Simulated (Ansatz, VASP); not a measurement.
# Two plane-wave programs on Rh

```xyz
2
Lattice="2.7310 0.0000 0.0000 -1.3655 2.3651 0.0000 0.0000 0.0000 4.4285" Properties=species:S:1:pos:R:3 pbc="T T T"
Rh    1.3655    0.7884    3.3214
Rh    0.0000    1.5767    1.1071
```

Alike in both runs: task single point; functional r2SCAN; k mesh 11 × 11 × 6; occupations methfessel-paxton of order 1, width 0.3 eV; no spin polarisation.

|  | VASP | Ansatz |
| --- | --- | --- |
| version | VASP 6.6.1 | Ansatz 0.2.0 |
| potentials or method | VASP PAW PBE potentials, release 64 (Rh_pv) | plane waves, PAW |
| plane-wave cutoff (eV) | 520 | 500 |
| valence electrons in the cell | 30 | 34 |

Ansatz gave:

| Quantity | Value |
| --- | --- |
| pressure (GPa) | -9.8 |
| traceless stress, the component that is largest in VASP (GPa) | -1.02 |

Q: What did VASP give for the same quantities?

A: Pressure (GPa): -8.8; traceless stress, the component that is largest in VASP (GPa): -1.00.

VASP's potentials were made for PBE, not for r2SCAN. VASP's potentials hold 30 valence electrons a cell and Ansatz's 34, so a difference there can come from the potentials and not from the codes. Ansatz's warnings: stress scf threshold loose.
